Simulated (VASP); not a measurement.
Runs of VASP 6.6.1 on CaO. The structure is that of space group Fm-3m (No. 225), or close to it. The cells are those of the table. 

| task | cell | cutoff (eV) | smearing | gap on the mesh (eV) | pressure (GPa) |
| --- | --- | --- | --- | --- | --- |
| single point | a = 3.526 Å, angles 60.0°, 2 atoms | 520 | gaussian 0.02 eV | 3.64 | (c) |
| single point | a = 3.382 Å, angles 60.0°, 2 atoms | 520 | gaussian 0.02 eV | 3.63 | 4.0 |
| single point | a = 3.310 Å, angles 60.0°, 2 atoms | 520 | gaussian 0.02 eV | 3.60 | (a) |
| single point | a = 3.419 Å, angles 120.1, 120.1, 89.9°, 2 atoms | 520 | gaussian 0.1 eV | 3.64 | 0.3 |
| single point | a = 3.416 Å, angles 60.0°, 2 atoms | 520 | gaussian 0.02 eV | 3.64 | 0.5 |
| relaxation of cell and atoms | relaxed from a = 3.418 Å, angles 60.0°, 2 atoms | 600 | gaussian 0.02 eV | 3.64 | 0.0 |
| single point | a = 3.483 Å, angles 60.0°, 2 atoms | 520 | gaussian 0.02 eV | 3.64 | -5.0 |
| single point | a = 3.274 Å, angles 60.0°, 2 atoms | 520 | gaussian 0.02 eV | (b) | 18.8 |

Alike in all rows: level PBE; potentials or basis VASP PAW PBE potentials, release 64 (Ca_sv, O); no spin polarisation; k mesh 8 × 8 × 8.

Problem. Fill in the values left out.

Solution. (a) 13.0; (b) 3.57; (c) -7.8.

A k mesh can miss the band edges.
